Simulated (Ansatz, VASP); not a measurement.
**B26P27Au: VASP beside Ansatz**

```
CELL_PARAMETERS angstrom
0.00000 6.79822 6.79822
6.79822 0.00000 6.79822
6.79822 6.79822 0.00000
ATOMIC_POSITIONS crystal
Au 0.00000 0.00000 0.00000
B 0.00008 0.00008 0.33695
B 0.00008 0.00008 0.66289
B 0.00008 0.33695 0.00008
B 0.99956 0.33348 0.33348
B 0.00008 0.33695 0.66289
B 0.00008 0.66289 0.00008
B 0.00008 0.66289 0.33695
B 0.00048 0.66651 0.66651
B 0.33695 0.00008 0.00008
B 0.33348 0.99956 0.33348
B 0.33695 0.00008 0.66289
B 0.33348 0.33348 0.99956
B 0.33348 0.33348 0.33348
B 0.33347 0.33347 0.66653
B 0.33695 0.66289 0.00008
B 0.33347 0.66653 0.33347
B 0.33347 0.66653 0.66653
B 0.66289 0.00008 0.00008
B 0.66289 0.00008 0.33695
B 0.66651 0.00048 0.66651
B 0.66289 0.33695 0.00008
B 0.66653 0.33347 0.33347
B 0.66653 0.33347 0.66653
B 0.66651 0.66651 0.00048
B 0.66653 0.66653 0.33347
B 0.66651 0.66651 0.66651
P 0.25000 0.25000 0.25000
P 0.25000 0.25000 0.58380
P 0.25000 0.25000 0.91619
P 0.25000 0.58380 0.25000
P 0.25018 0.58327 0.58327
P 0.25000 0.58380 0.91619
P 0.25000 0.91619 0.25000
P 0.25000 0.91619 0.58380
P 0.28714 0.90429 0.90429
P 0.58380 0.25000 0.25000
P 0.58327 0.25018 0.58327
P 0.58380 0.25000 0.91619
P 0.58327 0.58327 0.25018
P 0.58327 0.58327 0.58327
P 0.58300 0.58300 0.91700
P 0.58380 0.91619 0.25000
P 0.58300 0.91700 0.58300
P 0.58300 0.91700 0.91700
P 0.91619 0.25000 0.25000
P 0.91619 0.25000 0.58380
P 0.90429 0.28714 0.90429
P 0.91619 0.58380 0.25000
P 0.91700 0.58300 0.58300
P 0.91700 0.58300 0.91700
P 0.90429 0.90429 0.28714
P 0.91700 0.91700 0.58300
P 0.90429 0.90429 0.90429
```

Alike in both runs: functional PBE; k mesh 3 × 3 × 3; occupations fermi-dirac, width 0.01 eV; no spin polarisation.

Ansatz relaxed the structure, and its values are those at the end. VASP's run is a single point on that final structure, the one shown.

|  | VASP | Ansatz |
| --- | --- | --- |
| version | VASP 6.6.1 | Ansatz 0.2.0 |
| potentials or method | VASP PAW PBE potentials, release 64 (Au, B, P) | plane-wave PAW, scalar-relativistic |
| plane-wave cutoff (eV) | 520 | 420 |
| valence electrons in the cell | 224 | 232 |

|  | VASP | Ansatz | Ansatz less VASP |
| --- | --- | --- | --- |
| pressure (GPa) | 6.2 | 6.5 | +0.25 |

With one functional, cell and mesh, what is left measures potentials, basis and numerics. VASP's potentials hold 224 valence electrons a cell and Ansatz's 232, so a difference there can come from the potentials and not from the codes. Ansatz's warnings: stress scf threshold loose.

Spin-orbit coupling is off throughout.
